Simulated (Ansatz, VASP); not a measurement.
One calculation of Cu3N, two programs

Contents of INCAR:

```
SYSTEM = Cu3N
  ALGO = Normal
  EDIFF = 1E-6
  ENCUT = 600
  GGA = PE
  GGA_COMPAT = .FALSE.
  ISIF = 2
  ISMEAR = 0
  LASPH = .TRUE.
  LCHARG = .FALSE.
  LREAL = .FALSE.
  LWAVE = .FALSE.
  NBANDS = 27
  NELM = 120
  PREC = Accurate
  SIGMA = 0.01
```

KPOINTS

```
k-points
0
G
  10 10 10
  0 0 0
```

The input POSCAR:

```
Cu3N
1.0
    3.9023544286      0.0000000000      0.0000000000
    0.0000000000      3.9023544286      0.0000000000
    0.0000000000      0.0000000000      3.9023544286
Cu N
3 1
Direct
    0.5000000000      0.0000000000      0.0000000000
    0.0000000000      0.5000000000      0.0000000000
    0.0000000000      0.0000000000      0.5000000000
    0.0000000000      0.0000000000      0.0000000000
```

Input for Ansatz:

```yaml
crystal:
  lattice:
    - [3.9023544286, 0.0, 0.0]
    - [0.0, 3.9023544286, 0.0]
    - [0.0, 0.0, 3.9023544286]
  atoms:
    - { symbol: Cu, position: [0.5, 0.0, 0.0] }
    - { symbol: Cu, position: [0.0, 0.5, 0.0] }
    - { symbol: Cu, position: [0.0, 0.0, 0.5] }
    - { symbol: "N", position: [0.0, 0.0, 0.0] }
basis:
  ecutwfc: 420
kpoints:
  mp_grid: { grid: [10, 10, 10] }
hamiltonian:
  xc: pbe
scf:
  occupations: { method: gaussian, width: 0.01 }
output:
  forces: true
  stress: true
  eigenvalues: true
```

Alike in both runs: task single point; functional PBE; k mesh 10 × 10 × 10; occupations gaussian, width 0.01 eV; no spin polarisation.

```csv
,VASP,Ansatz
version,VASP 6.6.1,Ansatz 0.2.0
potentials or method,"VASP PAW PBE potentials, release 64 (Cu, N), cutoff 600 eV","scalar-relativistic, plane waves, PAW"
valence electrons in the cell,38,62
```

Ansatz gave:

- gap on the k mesh at the Fermi level (eV): 0.41
- least direct gap on the mesh (eV): 0.92
- pressure (GPa): -5.9

Task: Estimate VASP's values.

Result: gap on the k mesh at the Fermi level (eV): 0.43; least direct gap on the mesh (eV): 0.94; pressure (GPa): -5.2.

VASP's potentials hold 38 valence electrons a cell and Ansatz's 62, so a difference there can come from the potentials and not from the codes.
